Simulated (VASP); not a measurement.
TlBr, 2 atoms in the cell. The structure is cubic, space group Pm-3m (No. 221). The conventional cell has a = 4.042 Å, b = 4.042 Å, c = 4.042 Å, α = 90.00°, β = 90.00°, γ = 90.00°. Tl (site symmetry m-3m) has 8 Br at 3.50 Å and 6 Tl at 4.04 Å within 4.6 Å. Within 4.6 Å of Br (site symmetry m-3m) lie 8 Tl at 3.50 Å and 6 Br at 4.04 Å. 

| Item | Value |
| --- | --- |
| Program | VASP 6.6.1 |
| Task | single point |
| Functional | PBE |
| Potentials or basis | VASP PAW PBE potentials, release 64 (Tl_d, Br) |
| Cutoff | 500 eV |
| k mesh | 7 × 7 × 7 |
| Occupations | fermi-dirac, width 0.02 eV |
| Spin | non-collinear spin, zero start, spin-orbit coupling |
| Starting moments | [[0.0, 0.0, 0.0], [0.0, 0.0, 0.0]] μB |
| Dipole correction | no |
| Further INCAR settings | ALGO = Normal; EDIFF = 1e-06; NBANDS = 32 |

Potentials or basis: VASP PAW PBE potentials, release 64 (Tl_d, Br).

Command:

```sh
$ cat potpaw_PBE.64/Tl_d/POTCAR potpaw_PBE.64/Br/POTCAR > POTCAR
$ mpirun -np 1 vasp_ncl > vasp.out
```

Hardware: 1 thread of Intel(R) Xeon(R) 6975P-C (Granite Rapids) (shared host).

Problem. Estimate the wall time of this run.

Solution. Wall time 40 s on 1 thread of Intel(R) Xeon(R) 6975P-C (Granite Rapids) (shared host), peak memory 0.3 GiB. Counts: scf iterations 13, k points 20.
